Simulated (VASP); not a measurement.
LiSO2F, 15 atoms in the cell. The cell holds an amorphous packing of atoms, 15 atoms: a = 6.910 Å, b = 6.910 Å, c = 6.910 Å, α = 90.00°, β = 90.00°, γ = 90.00°. 

* Program: VASP 6.6.1
* Task: single point
* Functional: PBE
* Potentials or basis: VASP PAW PBE potentials, release 64 (S, O, Li_sv, F)
* Cutoff: 520 eV
* k mesh: 1 × 1 × 1
* Occupations: fermi-dirac, width 0.05 eV
* Spin: no spin polarisation
* Dipole correction: no
* Further INCAR settings: LREAL = Auto; ALGO = Normal; EDIFF = 1e-06; NBANDS = 55

Potentials or basis: VASP PAW PBE potentials, release 64 (S, O, Li_sv, F).

Run with:

```bash
$ cat potpaw_PBE.64/S/POTCAR potpaw_PBE.64/O/POTCAR potpaw_PBE.64/Li_sv/POTCAR potpaw_PBE.64/F/POTCAR > POTCAR
$ mpirun -np 1 vasp_gam > vasp.out
```

Hardware: 1 thread of AMD EPYC 9R45 96-Core Processor (Zen 5), with other jobs on the host.

**Question.** Estimate the wall time of this run.

**Answer.** It took 20 s on 1 thread of AMD EPYC 9R45 96-Core Processor (Zen 5), on a shared host, peak memory 0.34 GiB. Counts: scf iterations 16, k points 1.
